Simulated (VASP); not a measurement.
**TiPd: single point with LDA**

Crystal: TiPd.

```xyz
2
Lattice="3.1045 0.0000 0.0000 0.0000 3.1045 0.0000 0.0000 0.0000 3.1045" Properties=species:S:1:pos:R:3 pbc="T T T"
Ti    1.5523    1.5523    1.5523
Pd    0.0000    0.0000    0.0000
```

```yaml
Program: VASP 6.6.1
Task: single point
Functional: LDA
Potentials_or_basis: VASP PAW LDA potentials, release 64 (Ti_sv, Pd)
Cutoff: 520 eV
k_mesh: 14 × 14 × 14
Occupations: fermi-dirac, width 0.15 eV
Spin: no spin polarisation
Dipole_correction: no
Further_INCAR_settings: ALGO = Normal; EDIFF = 1e-07; NBANDS = 18
```

The pressure is 0.3 GPa. The band gap on the k mesh is zero (bands 11 and 12 overlap by 2.41 eV).

Levels at points of the mesh, in eV from the Fermi level:
| k point | band 7 | band 8 | band 9 | band 10 | band 11 | band 12 | band 13 | band 14 | band 15 | band 16 |
| --- | --- | --- | --- | --- | --- | --- | --- | --- | --- | --- |
| (0.00, 0.00, 0.00) | -5.59 | -3.25 | -3.25 | -3.25 | 0.51 | 0.51 | 2.37 | 2.37 | 2.37 | 8.35 |
| (0.50, 0.00, 0.00) | -3.63 | -3.57 | -3.57 | -2.81 | -0.99 | -0.49 | 0.38 | 0.38 | 1.66 | 3.18 |
| (0.50, 0.50, 0.00) | -4.29 | -4.29 | -2.03 | -0.74 | 0.56 | 0.56 | 0.97 | 2.42 | 2.42 | 2.49 |
| (0.50, 0.50, 0.50) | -4.67 | -1.98 | -1.98 | -1.85 | -1.85 | -1.85 | 2.56 | 2.56 | 7.19 | 8.82 |

Run time: 22 s on 1 thread of Intel(R) Xeon(R) Platinum 8559C (Emerald Rapids), with other jobs on the host, peak memory 0.18 GiB.
